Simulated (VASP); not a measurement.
NbN: electric field gradients with PBE

The system is NbN.

```xyz
2
Lattice="0.0000 2.1798 2.1798 2.1798 0.0000 2.1798 2.1798 2.1798 0.0000" Properties=species:S:1:pos:R:3 pbc="T T T"
Nb    2.1798    2.1798    2.1798
N     0.0000    0.0000    0.0000
```

- Program: VASP 6.6.1
- Task: electric field gradients
- Functional: PBE
- Potentials or basis: VASP PAW PBE potentials, release 64 (Nb_sv, N)
- Cutoff: 520 eV
- k mesh: 13 × 13 × 13
- Occupations: fermi-dirac, width 0.08 eV
- Spin: no spin polarisation
- Dipole correction: no
- Further INCAR settings: ALGO = Normal; EDIFF = 1e-08; NBANDS = 16

- Pressure: 13.6 GPa
- Band gap on the k mesh: zero (bands 9 and 10 overlap by 3.54 eV)
- Largest electric field gradient by atom: under 0.05 V/Å² on every atom

Levels at points of the mesh, in eV from the Fermi level:
```
           k point  band 5  band 6  band 7  band 8  band 9  band 10  band 11  band 12  band 13  band 14
(0.00, 0.00, 0.00)  -17.79   -3.42   -3.42   -3.42   -2.08    -2.08    -2.08    -0.15    -0.15     3.42
```

Run time: 16 s on 1 thread of Intel(R) Xeon(R) Platinum 8375C CPU @ 2.90GHz (Ice Lake), with other jobs on the host, peak memory 0.15 GiB.

Caveat: the cell stands under pressure.
